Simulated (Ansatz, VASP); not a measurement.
**Two plane-wave programs on Mo16H**

```
Mo H
1.0
     6.30000    0.00000    0.00000
     0.00000    6.30000    0.00000
     0.00000    0.00000    6.30000
Mo H
16 1
Direct
  0.99952 0.01015 0.99251
  0.49951 0.00142 0.99867
  0.99951 0.49066 0.99250
  0.99951 0.00163 0.49926
  0.25050 0.25042 0.24957
  0.49951 0.49942 0.99867
  0.49951 0.00232 0.50141
  0.74851 0.25041 0.24957
  0.99951 0.49922 0.49926
  0.25925 0.75042 0.25572
  0.25141 0.25042 0.74684
  0.49951 0.49852 0.50140
  0.73976 0.75042 0.25573
  0.74760 0.25042 0.74683
  0.25071 0.75042 0.74898
  0.74829 0.75042 0.74898
  0.99950 0.75041 0.12411
```

Alike in both runs: functional PBE; k mesh 3 × 3 × 3; occupations gaussian, width 0.1 eV; no spin polarisation.

Ansatz relaxed the structure, and its values are those at the end. VASP's run is a single point on that final structure, the one shown.

```csv
,VASP,Ansatz
version,VASP 6.6.1,Ansatz 0.2.0
potentials or method,"VASP PAW PBE potentials, release 64 (Mo_sv, H), cutoff 520 eV","scalar-relativistic, plane waves, PAW"
valence electrons in the cell,225,225
```

|  | VASP | Ansatz | Ansatz less VASP |
| --- | --- | --- | --- |
| rms of the force components (eV/Å) | 0.003 | 0.003 | -0.0001 |
